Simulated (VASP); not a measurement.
# LiSi16 (a cell with a defect) in VASP: further runs

Runs on LiSi16 (a cell with a defect). Level: PBE. Tasks: single point.

Program: VASP 6.6.1. These are calculated values, not measurements. Logs are shortened: lines on timing, memory, paths and dates and some standing lists are left out, and cuts for length are marked.

**1. The cell of the first run**

The cell holds a defect, 17 atoms: a = 7.679 Å, b = 7.679 Å, c = 7.679 Å, α = 60.00°, β = 60.00°, γ = 60.00°.

**2. Single point, PBE**

INCAR reads:

```
  ALGO = Normal
  EDIFF = 1E-7
  ENCUT = 520
  GGA = PE
  ISIF = 2
  ISMEAR = 0
  LASPH = True
  LCHARG = False
  LREAL = Auto
  LWAVE = False
  NBANDS = 48
  NELECT = 66.0
  NELM = 60
  PREC = Accurate
  SIGMA = 0.02
```

KPOINTS reads:

```
k-points
0
Gamma
  2 2 2
```

POSCAR reads:

```
LiSi16
1.0
    0.0000000000      5.4300000000      5.4300000000
    5.4300000000      0.0000000000      5.4300000000
    5.4300000000      5.4300000000      0.0000000000
Si Li
16 1
Direct
   -0.0020504585      0.0019891681      0.0016124096
    0.1273789938      0.1241727840      0.1238417645
   -0.0020715059      0.0019522994      0.4976813584
    0.1226229481      0.1318529751      0.6223570191
   -0.0020695141      0.4980130510      0.0015983846
    0.1226432309      0.6227337210      0.1314281318
   -0.0001053291      0.5000011589      0.4995723292
    0.1225974451      0.6226843987      0.6223379332
    0.4999221081      0.0000020261     -0.0003194234
    0.6241060800      0.1241925635      0.1238508685
    0.5018862781      0.0019809880      0.4976929007
    0.6240891456      0.1241716558      0.6271400288
    0.5018961582      0.4980366350      0.0016138885
    0.6240900912      0.6274582586      0.1238414935
    0.5018639053      0.4980110761      0.4976813095
    0.6317473744      0.6227174999      0.6223608859
    0.2498867487      0.7499990407      0.7495495176
```

Potentials or basis: VASP PAW PBE potentials, release 64 (Si, Li_sv).

On the command line:

```sh
$ cat potpaw_PBE.64/Si/POTCAR potpaw_PBE.64/Li_sv/POTCAR > POTCAR
$ mpirun -np 1 vasp_std > vasp.out
```

OUTCAR:

```text
EDIFF = 1E-7
   ENCUT = 520
   GGA = PE
   ISIF = 2
   ISMEAR = 0
   LASPH = True
   LREAL = Auto
   NELECT = 66.0
   NELM = 60
   PREC = Accurate

 ion  position               nearest neighbor table
   1  0.998  0.002  0.002-   2 2.34  10 2.34   6 2.38   4 2.38  17 2.74
   2  0.127  0.124  0.124-   9 2.34   3 2.34   5 2.34   1 2.34
   3  0.998  0.002  0.498-  12 2.34   2 2.34   8 2.38   4 2.38  17 2.74
   4  0.123  0.132  0.622-   7 2.31   1 2.38  11 2.38   3 2.38  17 2.39
   5  0.998  0.498  0.002-   2 2.34  14 2.34   8 2.38   6 2.38  17 2.74
   6  0.123  0.623  0.131-   7 2.31  13 2.38   1 2.38   5 2.38  17 2.39
   7  1.000  0.500  0.500-   6 2.31  16 2.31   4 2.31   8 2.31
   8  0.123  0.623  0.622-   7 2.31   5 2.38  15 2.38   3 2.38  17 2.39
   9  0.500  0.000  1.000-  12 2.34   2 2.34  14 2.34  10 2.34
  10  0.624  0.124  0.124-   9 2.34  11 2.34   1 2.34  13 2.34
  11  0.502  0.002  0.498-  12 2.34  10 2.34   4 2.38  16 2.38  17 2.74
  12  0.624  0.124  0.627-   9 2.34   3 2.34  15 2.34  11 2.34
  13  0.502  0.498  0.002-  14 2.34  10 2.34   6 2.38  16 2.38  17 2.74
  14  0.624  0.627  0.124-   9 2.34  15 2.34   5 2.34  13 2.34
  15  0.502  0.498  0.498-  12 2.34  14 2.34   8 2.38  16 2.38  17 2.74
  16  0.632  0.623  0.622-   7 2.31  13 2.38  11 2.38  15 2.38  17 2.39
  17  0.250  0.750  0.750-   8 2.39   4 2.39  16 2.39   6 2.39   3 2.74  15 2.74   5 2.74  11 2.74
                             1 2.74  13 2.74

  LATTYP: Found a face centered cubic cell.
 ALAT       =    10.8600000000

  Lattice vectors:

 A1 = (   0.0000000000,   5.4300000000,   5.4300000000)
 A2 = (   5.4300000000,   0.0000000000,   5.4300000000)
 A3 = (   5.4300000000,   5.4300000000,   0.0000000000)

Analysis of symmetry for initial positions (statically):
=====================================================================
 Subroutine PRICEL returns:
 Original cell was already a primitive cell.

 Routine SETGRP: Setting up the symmetry group for a
 face centered cubic supercell.

 Subroutine GETGRP returns: Found  1 space group operations
 (whereof  1 operations were pure point group operations)
 out of a pool of 48 trial point group operations.

The static configuration has the point symmetry C_1 .

Analysis of symmetry for dynamics (positions and initial velocities):
=====================================================================
 Subroutine PRICEL returns:
 Original cell was already a primitive cell.

 Routine SETGRP: Setting up the symmetry group for a
 face centered cubic supercell.

 Subroutine GETGRP returns: Found  1 space group operations
[... 123 lines left out ...]
   ISYM   =      2    0-nonsym 1-usesym 2-fastsym
   POTIM  = 0.5000    time-step for ionic-motion
   TEBEG  =    0.0;   TEEND  =   0.0 temperature during run
   PSTRESS=    0.0 pullay stress
   NELECT =      66.0000    total number of electrons
   NUPDOWN=      -1.0000    fix difference up-down
   EMIN   =  10.00;   EMAX   =-10.00  energy-range for DOS
   EFERMI =   0.00;   METHOD = LEGACY
   ISMEAR =     0;   SIGMA  =   0.02  broadening in eV -4-tet -1-fermi 0-gaus
   EFERMI_NEDOS =   21; number of points for ismear=-14 and -15
   IALGO  =     38    algorithm
   IMIX   =      4    mixing-type and parameters
     AMIX     =   0.40;   BMIX     =  1.00
     AMIX_MAG =   1.60;   BMIX_MAG =  1.00
  volume/ion in A,a.u.               =      18.84       127.11
  Fermi-wavevector in a.u.,A,eV,Ry     =   0.967044  1.827449 12.723821  0.935174
  Thomas-Fermi vector in A             =   2.096897
   LORBIT       =      0    0 simple, 1 ext, 2 COOP (PROOUT), +10 PAW based schemes
   GGA     = PE    functional components
   LHFCALC =     F    Hartree Fock is set to
   AEXX    =    0.0000 exact exchange contribution
   IVDW    =     0    specifies the selected vdW correction
   LEPSILON=     F    determine dielectric tensor
   LRPA    =     F    only Hartree local field effects (RPA)
 non-spin polarized calculation
 Gauss-broadening in eV      SIGMA  =   0.02
  energy-cutoff  :      520.00
  volume of cell :      320.21
 maximum number of plane-waves:      8646
 NGX is ok and might be reduce to    60
   NGX = 29   NGY = 29   NGZ = 29

 number of electron      65.9999997 magnetization

 Free energy of the ion-electron system (eV)
  ---------------------------------------------------
  ext. energy  EPLUGINS =         0.00000000
  ---------------------------------------------------
  free energy    TOTEN  =       -93.51408250 eV

  energy without entropy =      -93.51408250  energy(sigma->0) =      -93.51408250

 E-fermi :   6.2289     XC(G=0):  -9.4409

 val. band max:        6.0413010014   @ k =   0.0000   0.0000   0.0000
 cond. band min:       6.6839871627   @ k =   0.0000   0.0000   0.0000
 fundamental gap:      0.6426861614
 Fermi energy:         6.2289092969

 k-point     1 :       0.0000    0.0000    0.0000
  band No.  band energies     occupation
      1     -40.3798      2.00000
      2      -5.9235      2.00000
      3      -3.6721      2.00000
      4      -3.6116      2.00000
      5      -3.6115      2.00000
      6      -3.6115      2.00000
[... 373 lines left out ...]
     44      10.3332      0.00000
     45      10.4011      0.00000
 [bands above 45 left out]

------------------------ aborting loop because EDIFF is reached ----------------------------------------

  FORCE on cell =-STRESS in cart. coord.  units (eV):
  Direction    XX          YY          ZZ          XY          YZ          ZX
  --------------------------------------------------------------------------------------
  -------------------------------------------------------------------------------------
  Total       -1.1529670     -1.1554005     -1.1507704     -0.0007084     -0.0007064      0.0000107
  in kB       -5.7689659     -5.7811424     -5.7579753     -0.0035445     -0.0035344      0.0000535
  external PRESSURE =      -5.7693612 kB  Pullay stress =       0.0000000 kB

 VOLUME and BASIS-vectors are now :
 -----------------------------------------------------------------------------
  energy-cutoff  :      520.00
  volume of cell :      320.21
      direct lattice vectors                 reciprocal lattice vectors
     0.000000000  5.430000000  5.430000000    -0.092081031  0.092081031  0.092081031
     5.430000000  0.000000000  5.430000000     0.092081031 -0.092081031  0.092081031
     5.430000000  5.430000000  0.000000000     0.092081031  0.092081031 -0.092081031

 POSITION                                       TOTAL-FORCE (eV/Angst)
 -----------------------------------------------------------------------------------
      0.01956      5.42762      5.42967        -0.001790      0.000093      0.000143
      1.34672      1.36413      1.36593         0.000828     -0.001856     -0.001356
      2.71301      8.12116      5.42935        -0.000160     -0.000232     -0.000067
      4.09536      4.04524      1.38180         0.003009     -0.002985      0.003389
      2.71289      5.42744      8.12297        -0.000005      0.000029      0.001062
      4.09510      1.37961      4.04740         0.003375      0.003401     -0.003214
[... 9 lines left out ...]
      6.76078      6.80981      6.81174        -0.003059      0.003140      0.003266
      8.14255      5.42694      5.42938         0.001466      0.002097     -0.000705
 -----------------------------------------------------------------------------------
    total drift:                                0.003216      0.002971     -0.000344

  FREE ENERGIE OF THE ION-ELECTRON SYSTEM (eV)
  ---------------------------------------------------
  free  energy   TOTEN  =       -93.5140825016 eV

  energy  without entropy=      -93.5140825016  energy(sigma->0) =      -93.51408250
```

stdout:

```text
POSCAR found type information on POSCAR SiLi
 POSCAR found :  2 types and      17 ions
 scaLAPACK will be used
 LDA part: xc-table for (Slater+PW92), standard interpolation
 POSCAR, INCAR and KPOINTS ok, starting setup
 FFT: planning ... GRIDC
 FFT: planning ... GRID_SOFT
 FFT: planning ... GRID
 WAVECAR not read
 entering main loop
 the old and the new charge density differ
 old charge density:    67.00000 new   66.00000
    0.142E+01
```

Run time: 4.4 min. Hardware: 1 thread of Intel Xeon 6975P-C (Granite Rapids), shared host; peak memory 0.47 GiB.

Results:

- Free energy: -93.5141 eV
- Largest force: 0.006 eV/Å

Forces on the atoms (eV/Å):
```
Si  -0.002  0.000  0.000
Si   0.001 -0.002 -0.001
Si   0.000  0.000  0.000
Si   0.003 -0.003  0.003
Si   0.000  0.000  0.001
Si   0.003  0.003 -0.003
Si   0.002  0.002  0.000
Si  -0.003 -0.003 -0.003
Si   0.001  0.001  0.000
Si   0.000  0.000  0.001
Si  -0.001  0.000 -0.001
Si  -0.002 -0.002  0.001
Si   0.001 -0.002  0.000
Si  -0.002  0.001 -0.001
Si   0.000  0.000  0.000
Si  -0.003  0.003  0.003
Li   0.001  0.002 -0.001
```

Levels at points of the mesh, in eV from the Fermi level:
| k point | band 30 | band 31 | band 32 | band 33 | band 34 | band 35 | band 36 | band 37 |
| --- | --- | --- | --- | --- | --- | --- | --- | --- |
| (0.00, 0.00, 0.00) | -1.32 | -0.19 | -0.19 | -0.19 | 0.46 | 0.46 | 0.46 | 0.53 |
| (0.50, 0.00, 0.00) | -1.00 | -1.00 | -0.91 | -0.91 | 1.01 | 1.21 | 1.21 | 1.40 |
| (0.00, 0.50, 0.00) | -1.00 | -1.00 | -0.91 | -0.91 | 1.01 | 1.21 | 1.21 | 1.40 |
| (0.00, 0.00, 0.50) | -1.00 | -1.00 | -0.91 | -0.91 | 1.01 | 1.21 | 1.21 | 1.40 |
| (0.50, 0.50, 0.50) | -1.00 | -1.00 | -0.91 | -0.91 | 1.01 | 1.21 | 1.21 | 1.40 |
| (0.50, 0.50, 0.00) | -1.55 | -1.55 | -1.50 | -1.46 | 0.88 | 0.95 | 2.01 | 2.12 |
| (0.00, 0.50, 0.50) | -1.55 | -1.55 | -1.50 | -1.46 | 0.88 | 0.95 | 2.01 | 2.12 |
| (0.50, 0.00, 0.50) | -1.55 | -1.55 | -1.50 | -1.46 | 0.88 | 0.95 | 2.01 | 2.12 |

Caveat: the k points lie up to 0.50 Å⁻¹ apart; the cell carries a net charge on a neutralising background, which shifts energy and pressure; the cell is charged against a uniform background, so pressure and absolute levels hang on convention; the cutoff is under 1.25 times the usual one of these potentials, so pressure, stress and relaxed cells hold a basis-set (Pulay) error.

**3. Single point, PBE**

INCAR reads:

```
PREC = Accurate ; ENCUT = 520
EDIFF = 1E-7 ; ISMEAR = 0
SIGMA = 0.02 ; LREAL = Auto
LASPH = True ; NELM = 100
ALGO = Normal ; ISIF = 2
LWAVE = False ; LCHARG = True
GGA = PE ; LELF = True
LVHAR = True ; NELECT = 66.0
NBANDS = 48
```

KPOINTS reads:

```
regular mesh
0
Gamma
  2 2 2
```

POSCAR reads:

```
LiSi16
1.0
    0.0000000000      5.4300000000      5.4300000000
    5.4300000000      0.0000000000      5.4300000000
    5.4300000000      5.4300000000      0.0000000000
Si Li
16 1
Direct
    0.0008109766     -0.0025260133      0.0007350914
    0.1229685881      0.1270530462      0.1228682416
   -0.0070003725      0.0023249396      0.5022694340
    0.1229677846      0.1269231349      0.6268695119
    0.0008721437      0.5009108744      0.0007974299
    0.1250108135      0.6249998533      0.1250310873
    0.0007575181      0.5007976301      0.4975153715
    0.1229737976      0.6230308058      0.6269420449
    0.5023904473      0.0024097810     -0.0072877164
    0.6269436326      0.1269615135      0.1228616245
    0.5020932940      0.0021157214      0.5020545932
    0.6248559071      0.1250060210      0.6245836307
    0.4974888295      0.5008321601      0.0007162952
    0.6270153386      0.6230257853      0.1228685364
    0.5022581114      0.4931581241      0.5022219746
    0.6268841970      0.6230261124      0.6268484220
    0.3746372929      0.8750518804      0.3738482773
```

Potentials or basis: VASP PAW PBE potentials, release 64 (Si, Li_sv).

On the command line:

```sh
$ cat potpaw_PBE.64/Si/POTCAR potpaw_PBE.64/Li_sv/POTCAR > POTCAR
$ mpirun -np 1 vasp_std > vasp.out
```

Wall time 5.5 min (1 thread of Intel Xeon 6975P-C (Granite Rapids), shared host); peak memory 0.48 GiB.

Results (log left out):

```
Free energy   : -93.5139 eV
Largest force : 0.025 eV/Å
```

Forces in eV/Å, atoms in the order of the input:
```
Si   0.006 -0.004  0.005
Si  -0.001  0.001  0.001
Si  -0.002 -0.009 -0.004
Si   0.002 -0.002 -0.002
Si  -0.006 -0.006 -0.007
Si   0.000 -0.001  0.000
Si   0.004  0.005 -0.003
Si   0.000 -0.001  0.000
Si  -0.006 -0.008  0.000
Si  -0.003 -0.003  0.001
Si   0.002  0.000  0.004
Si   0.002  0.003  0.001
Si  -0.004  0.006  0.005
Si   0.001 -0.002  0.002
Si  -0.007 -0.003 -0.004
Si  -0.002  0.003 -0.002
Li   0.014  0.021  0.004
```

Levels at points of the mesh, in eV from the Fermi level:
| k point | band 31 | band 32 | band 33 | band 34 | band 35 | band 36 |
| --- | --- | --- | --- | --- | --- | --- |
| (0.00, 0.00, 0.00) | -0.19 | -0.19 | -0.19 | 0.45 | 0.45 | 0.45 |
| (0.50, 0.00, 0.00) | -1.01 | -0.92 | -0.92 | 1.01 | 1.21 | 1.21 |
| (0.00, 0.50, 0.00) | -1.01 | -0.92 | -0.92 | 1.01 | 1.21 | 1.21 |
| (0.00, 0.00, 0.50) | -1.01 | -0.92 | -0.92 | 1.01 | 1.21 | 1.21 |
| (0.50, 0.50, 0.50) | -1.01 | -0.92 | -0.92 | 1.01 | 1.21 | 1.21 |
| (0.50, 0.50, 0.00) | -1.55 | -1.50 | -1.46 | 0.88 | 0.94 | 2.00 |
| (0.00, 0.50, 0.50) | -1.55 | -1.50 | -1.46 | 0.88 | 0.94 | 2.00 |
| (0.50, 0.00, 0.50) | -1.55 | -1.50 | -1.46 | 0.88 | 0.94 | 2.00 |

Caveat: the k points lie up to 0.50 Å⁻¹ apart; the cell carries a net charge on a neutralising background, which shifts energy and pressure; the cell is charged against a uniform background, so pressure and absolute levels hang on convention; the cutoff is under 1.25 times the usual one of these potentials, so pressure, stress and relaxed cells hold a basis-set (Pulay) error.

**4. Single point, PBE**

INCAR reads:

```
ALGO = Normal
EDIFF = 1E-6
ENCUT = 520
GGA = PE
ISIF = 2
ISMEAR = 0
LASPH = True
LCHARG = False
LREAL = Auto
LWAVE = False
NBANDS = 48
NELECT = 66.0
NELM = 60
PREC = Accurate
SIGMA = 0.02
```

KPOINTS reads:

```
k-points
0
Gamma
  2 2 2
```

POSCAR reads:

```
LiSi16
1.0
    0.0000000000      5.4300000000      5.4300000000
    5.4300000000      0.0000000000      5.4300000000
    5.4300000000      5.4300000000      0.0000000000
Si Li
16 1
Direct
   -0.0020505525      0.0019892265      0.0016124309
    0.1273790055      0.1241727440      0.1238418048
   -0.0020715470      0.0019523941      0.4976813076
    0.1226229282      0.1318529466      0.6223569982
   -0.0020695212      0.4980129834      0.0015984346
    0.1226431860      0.6227337937      0.1314280847
   -0.0001053407      0.5000011050      0.4995723757
    0.1225974217      0.6226843462      0.6223379374
    0.4999220994      0.0000020258     -0.0003193370
    0.6241060773      0.1241926335      0.1238508287
    0.5018862799      0.0019809392      0.4976929098
    0.6240891344      0.1241716390      0.6271399632
    0.5018962247      0.4980365562      0.0016139042
    0.6240900552      0.6274583794      0.1238414365
    0.5018639042      0.4980110497      0.4976813996
    0.6317473297      0.6227174954      0.6223609576
    0.2498867403      0.7499990792      0.7495495396
```

On the command line:

```sh
$ cat potpaw_PBE.64/Si/POTCAR potpaw_PBE.64/Li_sv/POTCAR > POTCAR
$ mpirun -np 1 vasp_std > vasp.out
```

It took 4.4 min on 1 thread of Intel Xeon 6975P-C (Granite Rapids), shared host; peak memory 0.47 GiB.

The run converged. Its results:

```
Free energy   : -93.5141 eV
Largest force : 0.006 eV/Å
```

Forces in eV/Å, atoms in the order of the input:
```
Si  -0.002  0.000  0.000
Si   0.001 -0.002 -0.001
Si   0.000  0.000  0.000
Si   0.003 -0.003  0.003
Si   0.000  0.000  0.001
Si   0.003  0.003 -0.003
Si   0.002  0.002  0.000
Si  -0.003 -0.003 -0.003
Si   0.001  0.001  0.000
Si   0.000  0.000  0.001
Si  -0.001  0.000 -0.001
Si  -0.002 -0.002  0.001
Si   0.001 -0.002  0.000
Si  -0.002  0.001 -0.001
Si   0.000  0.000  0.000
Si  -0.003  0.003  0.003
Li   0.001  0.002 -0.001
```

Levels at points of the mesh, in eV from the Fermi level:
| k point | band 30 | band 31 | band 32 | band 33 | band 34 | band 35 | band 36 | band 37 |
| --- | --- | --- | --- | --- | --- | --- | --- | --- |
| (0.00, 0.00, 0.00) | -1.32 | -0.19 | -0.19 | -0.19 | 0.45 | 0.45 | 0.45 | 0.53 |
| (0.50, 0.00, 0.00) | -1.01 | -1.01 | -0.91 | -0.91 | 1.01 | 1.21 | 1.21 | 1.40 |
| (0.00, 0.50, 0.00) | -1.01 | -1.01 | -0.91 | -0.91 | 1.01 | 1.21 | 1.21 | 1.40 |
| (0.00, 0.00, 0.50) | -1.01 | -1.01 | -0.91 | -0.91 | 1.01 | 1.21 | 1.21 | 1.40 |
| (0.50, 0.50, 0.50) | -1.01 | -1.01 | -0.91 | -0.91 | 1.01 | 1.21 | 1.21 | 1.40 |
| (0.50, 0.50, 0.00) | -1.55 | -1.55 | -1.50 | -1.46 | 0.88 | 0.94 | 2.00 | 2.12 |
| (0.00, 0.50, 0.50) | -1.55 | -1.55 | -1.50 | -1.46 | 0.88 | 0.94 | 2.00 | 2.12 |
| (0.50, 0.00, 0.50) | -1.55 | -1.55 | -1.50 | -1.46 | 0.88 | 0.94 | 2.00 | 2.12 |

Caveat: the k points lie up to 0.50 Å⁻¹ apart; the cell carries a net charge on a neutralising background, which shifts energy and pressure; the cell is charged against a uniform background, so pressure and absolute levels hang on convention; the cutoff is under 1.25 times the usual one of these potentials, so pressure, stress and relaxed cells hold a basis-set (Pulay) error.
